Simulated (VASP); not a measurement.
Os: single point with r2SCAN

Crystal: Os.

```
CELL_PARAMETERS angstrom
0.00000 1.94500 1.94500
1.89637 0.00000 1.94500
1.89637 1.94500 0.00000
ATOMIC_POSITIONS crystal
Os 0.00000 0.00000 0.00000
```

This cell differs from its parent crystal: strain -0.0250 x Voigt [1, 0, 0, 0, 0, 0].

```yaml
Program: VASP 6.6.1
Task: single point
Functional: r2SCAN
Potentials_or_basis: VASP PAW PBE potentials, release 64 (Os)
Cutoff: 520 eV
k_mesh: 20 × 20 × 20
Occupations: gaussian, width 0.15 eV
Spin: no spin polarisation
Dipole_correction: no
Further_INCAR_settings: ALGO = Normal; EDIFF = 1e-07; NBANDS = 10
```

- Pressure: -6.9 GPa
- Band gap on the k mesh: zero (bands 4 and 5 overlap by 4.35 eV)

Stress tensor (GPa, compression positive):
```
-1.44  0.00  0.00
 0.00 -9.60  0.00
 0.00  0.00 -9.60
```

Levels at points of the mesh, in eV from the Fermi level:
| k point | band 2 | band 3 | band 4 | band 5 | band 6 | band 7 |
| --- | --- | --- | --- | --- | --- | --- |
| (0.00, 0.00, 0.00) | -3.15 | -3.15 | -2.77 | -0.25 | 0.23 | 14.94 |
| (0.50, 0.00, 0.00) | -3.40 | -3.00 | -0.26 | 2.31 | 2.53 | 9.14 |
| (0.50, 0.50, 0.00) | -6.96 | 2.15 | 2.35 | 2.94 | 3.28 | 12.29 |
| (0.00, 0.50, 0.50) | -6.99 | 2.34 | 2.72 | 3.13 | 3.13 | 12.39 |

Wall time 4.4 min on 1 thread of Oxide Virtual Turin-like Processor, on a shared host, peak memory 0.18 GiB.

Caveat: the cell differs from its parent crystal (strain -0.0250 x Voigt [1, 0, 0, 0, 0, 0]); the stress differs along the axes, from -10 to -1 GPa; the PAW data sets were made with another functional, which shifts forces and pressure a little; spin-orbit coupling is left out, which moves the levels of the heavy elements.
